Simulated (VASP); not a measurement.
MgS:

```
S Mg
1.0
     0.00000    2.85188    2.85188
     2.85188    0.00000    2.85188
     2.85188    2.85188    0.00000
S Mg
1 1
Direct
  0.25000 0.25000 0.25000
  0.00000 0.00000 0.00000
```

Base run:

- Program: VASP 6.6.1
- Functional: PBE
- Potentials or basis: VASP PAW PBE potentials, release 64 (S, Mg)
- Cutoff: 600 eV
- k mesh: 8 × 8 × 8
- Occupations: fermi-dirac, width 0.05 eV
- Spin: no spin polarisation

Its results: band gap on the k mesh 3.35 eV, direct; pressure -0.3 GPa.

After a change of settings the same cell gave: band gap on the k mesh 4.01 eV, direct; pressure -1.5 GPa. Which change was it?
A. functional from PBE to PBEsol; cutoff from 600 eV to 520 eV
B. functional from PBE to LDA; potentials or basis from VASP PAW PBE potentials, release 64 (S, Mg) to VASP PAW LDA potentials, release 64 (S, Mg); cutoff from 600 eV to 520 eV
C. functional from PBE to PBE0; cutoff from 600 eV to 520 eV; k mesh from 8 × 8 × 8 to 6 × 6 × 6
D. functional from PBE to r2SCAN; cutoff from 600 eV to 520 eV

D.

r2SCAN gives the wider gap, since meta-GGAs in the generalised Kohn-Sham scheme recover part of the derivative discontinuity.

Caveats: the PAW data sets were made with another functional, which shifts forces and pressure a little (some runs).
